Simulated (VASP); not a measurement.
Here is a VASP 6.6.1 calculation.

Contents of INCAR:

```
  PREC = Accurate
  ENCUT = 520
  EDIFF = 1E-6
  ISMEAR = 0
  SIGMA = 0.1
  LREAL = False
  LASPH = True
  NELM = 100
  ALGO = Normal
  ISIF = 2
  LWAVE = False
  LCHARG = True
  GGA = PE
  LELF = True
  LVHAR = True
  NBANDS = 56
```

The input KPOINTS:

```
Automatic mesh
0
Gamma
  8 8 8
```

POSCAR

```
Lu3NbF
1.0
    4.7411189505      0.0000000000      0.0000000000
    0.0000000000      4.7411189505      0.0000000000
    0.0000000000      0.0000000000      4.7411189505
Lu Nb F
3 1 1
Direct
    0.5000000000      0.5000000000      0.0000000000
    0.5000000000      0.0000000000      0.5000000000
    0.0000000000      0.5000000000      0.5000000000
    0.0000000000      0.0000000000      0.0000000000
    0.5000000000      0.5000000000      0.5000000000
```

Potentials or basis: VASP PAW PBE potentials, release 64 (Lu, Nb_sv, F).

Run with:

```bash
$ cat potpaw_PBE.64/Lu/POTCAR potpaw_PBE.64/Nb_sv/POTCAR potpaw_PBE.64/F/POTCAR > POTCAR
$ mpirun -np 1 vasp_std > vasp.out
```

Q: Predict the pressure.

A: 0.3 GPa.

Q: Estimate the band gap on the k mesh.

A: Zero (an odd number of electrons rules out a gap without spin polarisation).

Caveat: spin-orbit coupling is left out, which moves the levels of the heavy elements; an odd number of electrons without spin polarisation forces a metal; a magnetic or distorted state may lie lower.
